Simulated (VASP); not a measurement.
Here is a VASP 6.6.1 calculation.

The input INCAR:

```
PREC = Accurate
ENCUT = 500
EDIFF = 1E-6
ISMEAR = -1
SIGMA = 0.1
LREAL = False
LASPH = True
NELM = 120
ALGO = Normal
ISIF = 2
LWAVE = False
LCHARG = False
GGA = PE
NBANDS = 18
GGA_COMPAT = False
```

KPOINTS

```
Automatic mesh
0
Gamma
  12 12 9
```

The input POSCAR:

```
As
1.0
    1.8527304186     -5.7062613845      0.0000000000
    1.8527304186      5.7062613845      0.0000000000
    0.0000000000      0.0000000000      4.6691110013
As
4
Direct
    0.1059894032      0.8940105968      0.9312775131
    0.6059894032      0.3940105968      0.5687224869
    0.8940105968      0.1059894032      0.0687224869
    0.3940105968      0.6059894032      0.4312775131
```

Potentials or basis: VASP PAW PBE potentials, release 64 (As).

Command:

```bash
$ cat potpaw_PBE.64/As/POTCAR > POTCAR
$ mpirun -np 1 vasp_std > vasp.out
```

Question: Estimate the largest force.

Answer: 0.054 eV/Å.

Question: What does it give for the pressure?

Answer: 0.3 GPa.

Stress tensor (GPa, compression positive):
```
0.18 0.00 0.00
0.00 0.35 0.00
0.00 0.00 0.29
```
